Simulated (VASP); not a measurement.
La: single point with LDA

The system is La.

```
La
1.0
     3.17509    0.00000    0.00000
     0.00000    3.17509    0.00000
     0.00000    0.00000    3.17509
La
1
Direct
  0.00000 0.00000 0.00000
```

```json
{"Program": "VASP 6.6.1", "Task": "single point", "Functional": "LDA", "Potentials or basis": "VASP PAW LDA potentials, release 64 (La)", "Cutoff": "520 eV", "k mesh": "13 × 13 × 13", "Occupations": "gaussian, width 0.05 eV", "Spin": "no spin polarisation", "Dipole correction": "no", "Further INCAR settings": "ALGO = Normal; EDIFF = 1e-07; NBANDS = 12"}
```

```yaml
Pressure: -0.1 GPa
```

Levels at points of the mesh, in eV from the Fermi level:
```tsv
k point	band 2	band 3	band 4	band 5	band 6	band 7	band 8	band 9
(0.00, 0.00, 0.00)	-15.23	-15.23	-15.23	-2.67	-1.36	-1.36	2.01	2.01
```

Run time: 8.1 s on 1 thread of Intel(R) Xeon(R) 6975P-C (Granite Rapids) (shared host), peak memory 0.16 GiB.

Caveat: spin-orbit coupling is left out, which moves the levels of the heavy elements.
